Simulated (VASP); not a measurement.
# Ti (Im-3m) in VASP: further runs, part 2 of 2

VASP 6.6.1. Earlier steps stand in the parts before.

## 3. Electric field gradients, PBEsol (volume scaled by 0.94)

INCAR reads:

```
PREC = Accurate
ENCUT = 520
EDIFF = 1E-8
ISMEAR = -1
SIGMA = 0.05
LREAL = False
LASPH = True
NELM = 100
ALGO = Normal
ISIF = 2
LWAVE = False
LCHARG = False
GGA = PS
LEFG = True
NBANDS = 12
```

KPOINTS reads:

```
Automatic mesh
0
Gamma
  14 14 14
```

POSCAR reads:

```
Ti
1.0
   -1.6075008044      1.6075008044      1.6075008044
    1.6075008044     -1.6075008044      1.6075008044
    1.6075008044      1.6075008044     -1.6075008044
Ti
1
Direct
    0.0000000000      0.0000000000      0.0000000000
```

Potentials or basis: VASP PAW PBE potentials, release 64 (Ti_sv).

Launch:

```
$ cat potpaw_PBE.64/Ti_sv/POTCAR > POTCAR
$ mpirun -np 1 vasp_std > vasp.out
```

OUTCAR:

```text
PREC = Accurate
   ENCUT = 520
   EDIFF = 1E-8
   ISMEAR = -1
   LREAL = False
   LASPH = True
   NELM = 100
   ISIF = 2
   GGA = PS

 ion  position               nearest neighbor table
   1  0.000  0.000  0.000-

  LATTYP: Found a body centered cubic cell.
 ALAT       =     3.2150016088

  Lattice vectors:

 A1 = (  -1.6075008044,   1.6075008044,   1.6075008044)
 A2 = (   1.6075008044,  -1.6075008044,   1.6075008044)
 A3 = (   1.6075008044,   1.6075008044,  -1.6075008044)

Analysis of symmetry for initial positions (statically):
=====================================================================
 Subroutine PRICEL returns:
 Original cell was already a primitive cell.

 Routine SETGRP: Setting up the symmetry group for a
 body centered cubic supercell.

 Subroutine GETGRP returns: Found 48 space group operations
[... 540 lines left out ...]
  external PRESSURE =      -7.5915469 kB  Pullay stress =       0.0000000 kB

 VOLUME and BASIS-vectors are now :
 -----------------------------------------------------------------------------
  energy-cutoff  :      520.00
  volume of cell :       16.62
      direct lattice vectors                 reciprocal lattice vectors
    -1.607500804  1.607500804  1.607500804     0.000000000  0.311041835  0.311041835
     1.607500804 -1.607500804  1.607500804     0.311041835  0.000000000  0.311041835
     1.607500804  1.607500804 -1.607500804     0.311041835  0.311041835  0.000000000

 POSITION                                       TOTAL-FORCE (eV/Angst)
 -----------------------------------------------------------------------------------
      0.00000      0.00000      0.00000        -0.000000      0.000000      0.000000
 -----------------------------------------------------------------------------------
    total drift:                                0.000000      0.000000      0.000000

  FREE ENERGIE OF THE ION-ELECTRON SYSTEM (eV)
  ---------------------------------------------------
  free  energy   TOTEN  =        -8.2434109249 eV

  energy  without entropy=       -8.2244407430  energy(sigma->0) =       -8.23392583

 Electric field gradients (V/A^2)
---------------------------------------------------------------------
 ion       V_xx      V_yy      V_zz      V_xy      V_xz      V_yz
---------------------------------------------------------------------
   1       0.000     0.000     0.000    -0.000    -0.000    -0.000
---------------------------------------------------------------------

 Electric field gradients after diagonalization (V/A^2)
 (convention: |V_zz| > |V_xx| > |V_yy|)
----------------------------------------------------------------------
 ion       V_xx      V_yy      V_zz     asymmetry (V_yy - V_xx)/ V_zz
----------------------------------------------------------------------
   1       0.000     0.000    -0.001       0.000
----------------------------------------------------------------------

           NMR quadrupolar parameters

 Cq : quadrupolar parameter    Cq=e*Q*V_zz/h
 eta: asymmetry parameters     (V_yy - V_xx)/ V_zz
 Q  : nuclear electric quadrupole moment in mb (millibarn)
----------------------------------------------------------------------
 ion       Cq(MHz)       eta       Q (mb)
----------------------------------------------------------------------
   1      -0.000       0.000       1.000
----------------------------------------------------------------------
```

OSZICAR:

```text
N       E                     dE             d eps       ncg     rms          rms(c)
DAV:   1     0.875020714108E+02    0.87502E+02   -0.65308E+03  2504   0.122E+03
DAV:   2    -0.504094751393E+01   -0.92543E+02   -0.90016E+02  2540   0.299E+02
DAV:   3    -0.923585677758E+01   -0.41949E+01   -0.41494E+01  3432   0.649E+01
DAV:   4    -0.933064760956E+01   -0.94791E-01   -0.94658E-01  2864   0.847E+00
DAV:   5    -0.933280462932E+01   -0.21570E-02   -0.21570E-02  2928   0.115E+00    0.902E+00
DAV:   6    -0.824059175810E+01    0.10922E+01   -0.24550E+00  2716   0.226E+01    0.226E+00
DAV:   7    -0.823273461349E+01    0.78571E-02   -0.85835E-02  2976   0.320E+00    0.130E+00
DAV:   8    -0.824298152873E+01   -0.10247E-01   -0.39240E-02  2632   0.238E+00    0.133E-01
DAV:   9    -0.824337621956E+01   -0.39469E-03   -0.32487E-03  3036   0.581E-01    0.884E-02
DAV:  10    -0.824343264386E+01   -0.56424E-04   -0.32704E-04  2680   0.212E-01    0.138E-02
DAV:  11    -0.824341109910E+01    0.21545E-04   -0.25095E-05  2884   0.775E-02    0.974E-03
DAV:  12    -0.824341080169E+01    0.29741E-06   -0.25344E-06  2740   0.187E-02    0.123E-03
DAV:  13    -0.824341106498E+01   -0.26329E-06   -0.20094E-07  3352   0.307E-03    0.260E-03
DAV:  14    -0.824341094265E+01    0.12233E-06   -0.94606E-08  2564   0.374E-03    0.425E-04
DAV:  15    -0.824341092486E+01    0.17790E-07   -0.46944E-09  1832   0.864E-04    0.343E-05
DAV:  16    -0.824341092494E+01   -0.81172E-10   -0.58276E-10  1316   0.282E-04
   1 F= -.82434109E+01 E0= -.82339258E+01  d E =-.189702E-01
```

stdout:

```text
POSCAR found type information on POSCAR Ti
 POSCAR found :  1 types and       1 ions
 scaLAPACK will be used
 -----------------------------------------------------------------------------
|                                                                             |
|                                                                             |
|     You enforced a specific xc type in the INCAR file but a different       |
|     I HOPE YOU KNOW WHAT YOU ARE DOING!                                     |
|                                                                             |
 -----------------------------------------------------------------------------

 LDA part: xc-table for (Slater+PW92), standard interpolation
 POSCAR, INCAR and KPOINTS ok, starting setup
 FFT: planning ... GRIDC
 FFT: planning ... GRID_SOFT
 FFT: planning ... GRID
 WAVECAR not read
 entering main loop
ion   1
```

It took 12 s on 1 thread of Intel Xeon Platinum 8488C (Sapphire Rapids), shared host; peak memory 0.14 GiB.

What came out:

```yaml
Free_energy: -8.2434 eV
Pressure: -0.8 GPa
Band_gap_on_the_k_mesh: zero (band 6 reaches 9.45 eV, above the bottom of band 7 at 7.73 eV)
```

Levels at points of the mesh, in eV from the Fermi level:
```csv
k point,band 3,band 4,band 5,band 6,band 7,band 8,band 9,band 10
"(0.00, 0.00, 0.00)",-32.09,-32.09,-6.03,1.03,1.03,1.03,2.91,2.91
"(0.50, 0.00, 0.00)",-32.34,-32.10,-2.56,-0.44,1.30,2.90,3.27,4.55
"(0.50, 0.50, 0.50)",-32.63,-32.63,-2.25,-2.25,4.17,4.17,4.17,8.73
```

Caveat: without QUAD_EFG the Cq values of the log hold for a quadrupole moment of 1 mb, not for the nuclei; the PAW data sets were made with another functional, which shifts forces and pressure a little.

## 4. Electric field gradients, PBEsol (volume scaled by 0.95)

INCAR reads:

```
SYSTEM = Ti
ALGO = Normal ; EDIFF = 1E-8
ENCUT = 520 ; GGA = PS
ISIF = 2 ; ISMEAR = -1
LASPH = .TRUE. ; LCHARG = .FALSE.
LEFG = .TRUE. ; LREAL = .FALSE.
LWAVE = .FALSE. ; NBANDS = 12
NELM = 60 ; PREC = Accurate
SIGMA = 0.05
```

KPOINTS reads:

```
k-points
0
G
  14 14 14
  0 0 0
```

POSCAR reads:

```
Ti
1.0
   -1.6131810665      1.6131810665      1.6131810665
    1.6131810665     -1.6131810665      1.6131810665
    1.6131810665      1.6131810665     -1.6131810665
Ti
1
Direct
    0.0000000000      0.0000000000      0.0000000000
```

Potentials or basis: VASP PAW PBE potentials, release 64 (Ti_sv).

Launch:

```
$ cat potpaw_PBE.64/Ti_sv/POTCAR > POTCAR
$ mpirun -np 1 vasp_std > vasp.out
```

OUTCAR:

```text
SYSTEM = Ti
   EDIFF = 1E-8
   ENCUT = 520
   GGA = PS
   ISIF = 2
   ISMEAR = -1
   LASPH = .TRUE.
   LREAL = .FALSE.
   NELM = 60
   PREC = Accurate

 ion  position               nearest neighbor table
   1  0.000  0.000  0.000-

  LATTYP: Found a body centered cubic cell.
 ALAT       =     3.2263621330

  Lattice vectors:

 A1 = (  -1.6131810665,   1.6131810665,   1.6131810665)
 A2 = (   1.6131810665,  -1.6131810665,   1.6131810665)
 A3 = (   1.6131810665,   1.6131810665,  -1.6131810665)

[... 564 lines left out ...]
    total drift:                                0.000000      0.000000      0.000000

  FREE ENERGIE OF THE ION-ELECTRON SYSTEM (eV)
  ---------------------------------------------------
  free  energy   TOTEN  =        -8.2420176040 eV

  energy  without entropy=       -8.2226689752  energy(sigma->0) =       -8.23234329

 Electric field gradients (V/A^2)
---------------------------------------------------------------------
 ion       V_xx      V_yy      V_zz      V_xy      V_xz      V_yz
---------------------------------------------------------------------
   1      -0.000    -0.000     0.000    -0.000    -0.000    -0.000
---------------------------------------------------------------------

 Electric field gradients after diagonalization (V/A^2)
 (convention: |V_zz| > |V_xx| > |V_yy|)
----------------------------------------------------------------------
 ion       V_xx      V_yy      V_zz     asymmetry (V_yy - V_xx)/ V_zz
----------------------------------------------------------------------
   1       0.000     0.000    -0.000       0.000
----------------------------------------------------------------------

           NMR quadrupolar parameters

 Cq : quadrupolar parameter    Cq=e*Q*V_zz/h
 eta: asymmetry parameters     (V_yy - V_xx)/ V_zz
 Q  : nuclear electric quadrupole moment in mb (millibarn)
----------------------------------------------------------------------
 ion       Cq(MHz)       eta       Q (mb)
----------------------------------------------------------------------
   1      -0.000       0.000       1.000
----------------------------------------------------------------------
```

stdout:

```text
POSCAR found type information on POSCAR Ti
 POSCAR found :  1 types and       1 ions
 scaLAPACK will be used
 -----------------------------------------------------------------------------
|                                                                             |
|                                                                             |
|     You enforced a specific xc type in the INCAR file but a different       |
|     I HOPE YOU KNOW WHAT YOU ARE DOING!                                     |
|                                                                             |
 -----------------------------------------------------------------------------

 LDA part: xc-table for (Slater+PW92), standard interpolation
 POSCAR, INCAR and KPOINTS ok, starting setup
 FFT: planning ... GRIDC
 FFT: planning ... GRID_SOFT
 FFT: planning ... GRID
 WAVECAR not read
 entering main loop
ion   1
```

Wall time 13 s (1 thread of Intel Xeon Platinum 8488C (Sapphire Rapids), shared host); peak memory 0.14 GiB.

Results:

```
Free energy            : -8.2420 eV
Pressure               : -1.9 GPa
Band gap on the k mesh : zero (band 6 reaches 9.32 eV, above the bottom of band 7 at 7.63 eV)
```

Levels at points of the mesh, in eV from the Fermi level:
```
           k point  band 3  band 4  band 5  band 6  band 7  band 8  band 9  band 10
(0.00, 0.00, 0.00)  -32.13  -32.13   -6.01    1.02    1.02    1.02    2.87     2.87
(0.50, 0.00, 0.00)  -32.37  -32.13   -2.53   -0.43    1.27    2.86    3.23     4.49
(0.50, 0.50, 0.50)  -32.65  -32.65   -2.21   -2.21    4.12    4.12    4.12     8.64
```

Caveat: without QUAD_EFG the Cq values of the log hold for a quadrupole moment of 1 mb, not for the nuclei; the PAW data sets were made with another functional, which shifts forces and pressure a little.
